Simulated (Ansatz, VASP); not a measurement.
Ti6Ge: VASP beside Ansatz

INCAR

```
SYSTEM = Ti6Ge
PREC = Accurate
ENCUT = 520
EDIFF = 1E-7
ISMEAR = 0
SIGMA = 0.1
LREAL = .FALSE.
LASPH = .TRUE.
NELM = 150
ALGO = Normal
ISIF = 2
LWAVE = .FALSE.
LCHARG = .TRUE.
ISPIN = 2
MAGMOM = 1 1 1 1 1 1 0
LORBIT = 11
LMAXMIX = 4
GGA = PE
LELF = .TRUE.
LVHAR = .TRUE.
NBANDS = 56
```

File KPOINTS:

```
regular mesh
0
G
  6 6 4
  0 0 0
```

POSCAR

```
Ti6Ge
1.0
    5.3938837343      0.0000000000      0.0000000000
   -2.6969418672      4.6712403390      0.0000000000
    0.0000000000      0.0000000000      4.7237962850
Ti Ge
6 1
Direct
    0.5162374628      0.0000000000      0.5000000000
    0.0000000000      0.5162374628      0.5000000000
    0.4837625372      0.4837625372      0.5000000000
    0.3244343749      0.0000000000      0.0000000000
    0.0000000000      0.3244343749      0.0000000000
    0.6755656251      0.6755656251      0.0000000000
    0.0000000000      0.0000000000      0.5000000000
```

Input for Ansatz:

```yaml
crystal:
  lattice:
    - [5.3938837343, 0.0, 0.0]
    - [-2.6969418672, 4.671240339, 0.0]
    - [0.0, 0.0, 4.723796285]
  atoms:
    - { symbol: Ti, position: [0.5162374628, 0.0, 0.5], spin: 1.0 }
    - { symbol: Ti, position: [0.0, 0.5162374628, 0.5], spin: 1.0 }
    - { symbol: Ti, position: [0.4837625372, 0.4837625372, 0.5], spin: 1.0 }
    - { symbol: Ti, position: [0.3244343749, 0.0, 0.0], spin: 1.0 }
    - { symbol: Ti, position: [0.0, 0.3244343749, 0.0], spin: 1.0 }
    - { symbol: Ti, position: [0.6755656251, 0.6755656251, 0.0], spin: 1.0 }
    - { symbol: Ge, position: [0.0, 0.0, 0.5] }
basis:
  ecutwfc: 420
kpoints:
  mp_grid: { grid: [6, 6, 4] }
hamiltonian:
  xc: pbe
scf:
  occupations: { method: gaussian, width: 0.1 }
  lower_state_search: "off"
output:
  forces: true
  stress: true
  eigenvalues: true
  populations: true
magnetization:
  spin_polarized: true
```

Alike in both runs: task single point; functional PBE; k mesh 6 × 6 × 4; occupations gaussian, width 0.1 eV; collinear spin.

|  | VASP | Ansatz |
| --- | --- | --- |
| version | VASP 6.6.1 | Ansatz 0.2.0 |
| potentials or method | VASP PAW PBE potentials, release 64 (Ti_sv, Ge_d), cutoff 520 eV | scalar-relativistic, plane waves, PAW |
| valence electrons in the cell | 86 | 86 |

|  | VASP | Ansatz | Ansatz less VASP |
| --- | --- | --- | --- |
| gap on the k mesh at the Fermi level (eV) | none | none | - |
| pressure (GPa) | 0.0 | 0.1 | +0.10 |
| traceless stress, the component that is largest in VASP (GPa) | 0.61 | 0.57 | -0.038 |
| rms of the force components (eV/Å) | 0.006 | 0.006 | -0.0003 |
| net moment per atom (μB) | 0.19 | 0.19 | +0.001 |
| size of the moment on the site where the two differ most (μB) | 0.17 | 0.16 | -0.013 |

Site moments also hang on the region over which each program counts them. Atom by atom the forces differ by 0.001 eV/Å (rms over components). A gap of «none» marks a metal or a gap that the smearing closes.
